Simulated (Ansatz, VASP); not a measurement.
# WS2: VASP beside Ansatz

```
CELL_PARAMETERS angstrom
3.18778 0.00000 0.00000
-1.59389 2.76069 0.00000
0.00000 0.00000 14.87124
ATOMIC_POSITIONS crystal
W 0.33333 0.66667 0.25000
W 0.66667 0.33333 0.75000
S 0.33333 0.66667 0.64435
S 0.66667 0.33333 0.14435
S 0.33333 0.66667 0.85565
S 0.66667 0.33333 0.35565
```

Alike in both runs: task relaxation of cell and atoms; functional PBE; k mesh 12 × 12 × 2; occupations gaussian, width 0.02 eV; no spin polarisation.

```csv
,VASP,Ansatz
version,VASP 6.6.1,Ansatz 0.2.0
potentials or method,"VASP PAW PBE potentials, release 64 (W_sv, S), cutoff 600 eV","scalar-relativistic, plane waves, PAW"
valence electrons in the cell,52,52
```

```tsv
	VASP	Ansatz	Ansatz less VASP
gap on the k mesh at the Fermi level, each at its own relaxed structure (eV)	1.64	1.63	-0.014
relaxed volume (Å³/atom)	21.81	21.81	0.000
relaxed cell length with the largest relative difference (Å)	3.188	3.188	0.0000
```

Neither program's run includes spin-orbit coupling. Noted on VASP's run: the relaxation stopped at its first step, so nothing moved.
